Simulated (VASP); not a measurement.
Write the native input for VASP 6.6.1 that does the following.

- Task: relaxation of cell and atoms
- Functional: PBEsol
- Potentials or basis: VASP PAW PBE potentials, release 64 (Al)
- Cutoff: 600 eV
- k mesh: 9 × 9 × 3
- Occupations: methfessel-paxton, width 0.1 eV
- Spin: no spin polarisation
- Dipole correction: no
- Further INCAR settings: ALGO = Normal; EDIFF = 1e-06; IBRION = 2; EDIFFG = -0.03; NSW = 50; ISIF = 3

The structure of Al lies in POSCAR:

```
Al
1.0
    2.8270770200      0.0000000000      0.0000000000
   -1.4135385100      2.4483205200      0.0000000000
    0.0000000000      0.0000000000      9.1859930700
Al
4
Direct
    0.0000000000      0.0000000000      0.0000000000
    0.3333333318      0.6666666708      0.2500000003
    0.0000000000      0.0000000000      0.5000000005
    0.6666666717      0.3333333292      0.7499999997
```

These files were run (other wordings do the same):

INCAR

```
PREC = Accurate ; ENCUT = 600
EDIFF = 1E-6 ; ISMEAR = 1
SIGMA = 0.1 ; LREAL = F
LASPH = T ; NELM = 60
ALGO = Normal ; ISIF = 3
LWAVE = F ; LCHARG = F
GGA = PS ; IBRION = 2
NSW = 50 ; EDIFFG = -0.03
```

KPOINTS

```
regular mesh
0
Gamma
  9 9 3
```

Potentials or basis: VASP PAW PBE potentials, release 64 (Al).

Run with:

```sh
$ cat potpaw_PBE.64/Al/POTCAR > POTCAR
$ mpirun -np 1 vasp_std > vasp.out
```

It gave:

* Relaxed volume: 16.23 Å³/atom
* Relaxed cell: a = 2.824 Å, b = 2.824 Å, c = 9.397 Å, α = 90.00°, β = 90.00°, γ = 120.00°
* Space group after relaxing (to 0.05 Å): P6_3/mmc (No. 194)
* Energy gained by relaxing: 4.7 meV/atom
* Ionic steps: 5
* Pressure after relaxing: 0.0 GPa
* Band gap on the k mesh: zero (band 6 reaches 11.84 eV, above the bottom of band 7 at 6.82 eV)

Caveat: the PAW data sets were made with another functional, which shifts forces and pressure a little.

Wall time 22 s on 1 thread of Intel(R) Xeon(R) 6975P-C (Granite Rapids), on a shared host, peak memory 0.19 GiB.
